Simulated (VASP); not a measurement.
A run of VASP 6.6.1:

File INCAR:

```
ALGO     = Normal         # electronic algorithm
EDIFF    = 1E-7           # SCF threshold, eV
ENCUT    = 520            # plane-wave cutoff, eV
GGA      = PE             # functional
ISIF     = 2              # what is computed and relaxed
ISMEAR   = 0              # smearing method
LASPH    = True           # aspherical terms in the spheres
LCHARG   = False          # write CHGCAR
LREAL    = False          # projectors in reciprocal space
LWAVE    = False          # write WAVECAR
NBANDS   = 20             # bands
NELM     = 100            # most SCF steps
PREC     = Accurate       # precision mode
SIGMA    = 0.01           # smearing width, eV
```

The input KPOINTS:

```
k-points
0
Gamma
  4 4 4
```

File POSCAR:

```
MoS2
1.0
    1.5606772173      0.9010574115      6.0889372472
   -1.5606772173      0.9010574115      6.0889372472
    0.0000000000     -1.8021148230      6.0889372472
Mo S
1 2
Direct
   -0.0000146006     -0.0000146006     -0.0000146006
    0.4170015125      0.4170015125      0.4170015125
    0.2496797548      0.2496797548      0.2496797548
```

Potentials or basis: VASP PAW PBE potentials, release 64 (Mo_sv, S).

Launch:

```console
$ cat potpaw_PBE.64/Mo_sv/POTCAR potpaw_PBE.64/S/POTCAR > POTCAR
$ mpirun -np 1 vasp_std > vasp.out
```

Hardware: 1 thread of Intel(R) Xeon(R) Platinum 8259CL CPU @ 2.50GHz (Skylake/Cascade Lake) (shared host).

Problem. Estimate the wall time of this run.

Solution. It took 36 s on 1 thread of Intel(R) Xeon(R) Platinum 8259CL CPU @ 2.50GHz (Skylake/Cascade Lake), with other jobs on the host, peak memory 0.31 GiB. Counts: scf iterations 14, k points 13.
